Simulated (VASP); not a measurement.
Set up this calculation in VASP 6.6.1, as the native input.

```
Task                   : single point
Functional             : PBE
Potentials or basis    : VASP PAW PBE potentials, release 64 (Be)
Cutoff                 : 520 eV
k mesh                 : 2 × 2 × 2
Occupations            : fermi-dirac, width 0.36 eV
Spin                   : no spin polarisation
Dipole correction      : no
Further INCAR settings : LREAL = Auto; ALGO = Normal; EDIFF = 1e-06; NBANDS = 60
```

The structure of Be lies in POSCAR:

```
Be
1.0
    7.0917640000      0.0000000000      0.0000000000
   -3.5458820000      6.1416480000      0.0000000000
    0.0000000000      0.0000000000      7.4085300000
Be
36
Direct
   -0.0194700378     -0.0087924284     -0.0366604441
    0.2092313060      0.2872681730      0.2912993536
    0.0027076287      0.0153704673      0.4346341312
    0.0394240874      0.1956315308      0.7572217430
    0.0252715706      0.2979004984      0.0052777002
    0.1132767977      0.5767344530      0.3103989590
   -0.0187776998      0.3175043571      0.5096287658
    0.0467112644      0.4998658341      0.7776711439
   -0.0081824891      0.6929084832     -0.0063305406
    0.1471967338      0.9250123094      0.2315844034
    0.0477465997      0.6919315467      0.5552653495
    0.2199037389      0.9813652622      0.8313255126
    0.3561315114      0.0471534676      0.0762769402
    0.4422350889      0.1920331481      0.2851442864
    0.3944364867     -0.0056825139      0.5111540346
    0.4424532549      0.2290753231      0.7244352118
    0.3186002306      0.3148829109     -0.0701083751
    0.5002950693      0.5547208176      0.2139425770
    0.3021470254      0.2996589840      0.5478819685
    0.4055103698      0.5875784480      0.7427384380
    0.2722790102      0.6040072632      0.0159545821
    0.4612441585      0.8796498920      0.2938639649
    0.3233975426      0.5927887759      0.4655714426
    0.4297493331      0.9001655582      0.8005366787
    0.6868399041     -0.0092483320     -0.0270229047
    0.8384997288      0.2623725749      0.2426797219
    0.6838468626      0.0336391796      0.4369287834
    0.7113059530      0.2164239956      0.7206287887
    0.7006470719      0.3447446028     -0.0541807889
    0.6891378883      0.4498466861      0.2378609522
    0.6680502594      0.3565980988      0.5006256302
    0.7264926229      0.5463842929      0.7444121843
    0.6433253788      0.6920455226     -0.0118107101
    0.8441677251      0.9806976890      0.1979879949
    0.6230138905      0.5828077415      0.4835777138
    0.7155457406      0.9092185029      0.7018936280
```

The input as run:

INCAR

```
ALGO = Normal
EDIFF = 1E-6
ENCUT = 520
GGA = PE
ISIF = 2
ISMEAR = -1
LASPH = T
LCHARG = F
LREAL = Auto
LWAVE = F
NBANDS = 60
NELM = 60
PREC = Accurate
SIGMA = 0.36
```

KPOINTS

```
k-points
0
Gamma
  2 2 2
```

Potentials or basis: VASP PAW PBE potentials, release 64 (Be).

Command:

```bash
$ cat potpaw_PBE.64/Be/POTCAR > POTCAR
$ mpirun -np 1 vasp_std > vasp.out
```

It gave:

The pressure is 4.3 GPa and the largest force is 5.487 eV/Å. The band gap on the k mesh is zero (band 36 reaches 5.53 eV, above the bottom of band 37 at 5.15 eV).

Caveat: the k points lie up to 0.51 Å⁻¹ apart; forces of over 1 eV/Å act on the atoms, so gaps and moduli don't describe the material at rest.

It took 6.7 min on 1 thread of AMD EPYC 7R13 Processor (Zen 3), on a shared host, peak memory 0.38 GiB.
